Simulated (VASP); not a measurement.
The system is SrO.

```
Sr O
1.0
     3.52944    0.00000    0.00000
    -1.76472    3.05658    0.00000
     0.00000    0.00000    6.17558
Sr O
2 2
Direct
  0.66667 0.33333 0.75000
  0.33333 0.66667 0.25000
  0.00000 0.00000 0.50000
  0.00000 0.00000 0.00000
```

Base run:

* Program: VASP 6.6.1
* Functional: r2SCAN
* Potentials or basis: VASP PAW PBE potentials, release 64 (Sr_sv, O)
* Cutoff: 520 eV
* k mesh: 9 × 9 × 5
* Occupations: fermi-dirac, width 0.05 eV
* Spin: no spin polarisation

Its results: band gap on the k mesh 3.53 eV (least direct gap 3.78 eV); pressure 2.0 GPa.

**Question.** The run is repeated on the same cell with these changes: functional from r2SCAN to PBEsol. What comes out?

**Answer.** Band gap on the k mesh 2.99 eV (least direct gap 3.04 eV); pressure -0.1 GPa.

Caveats: the PAW data sets were made with another functional, which shifts forces and pressure a little.

A k mesh can miss the band edges.
